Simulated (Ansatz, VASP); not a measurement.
## One calculation of InAs, two programs

```
In As
1.0
     0.00000    3.05459    3.05459
     3.05459    0.00000    3.05459
     3.05459    3.05459    0.00000
In As
1 1
Direct
  0.00000 0.00000 0.00000
  0.25000 0.25000 0.25000
```

Alike in both runs: task single point; functional PBE; k mesh 8 × 8 × 8; occupations fermi-dirac, width 0.02 eV; no spin polarisation.

```csv
,VASP,Ansatz
version,VASP 6.6.1,Ansatz 0.2.0
potentials or method,"VASP PAW PBE potentials, release 64 (In_d, As)","plane waves, PAW"
plane-wave cutoff (eV),520,420
valence electrons in the cell,18,28
```

Ansatz gave:

```
pressure (GPa) : 2.0
```

Q: Which values does VASP return?

A: Pressure (GPa): 2.1.

VASP's potentials hold 18 valence electrons a cell and Ansatz's 28, so a difference there can come from the potentials and not from the codes.
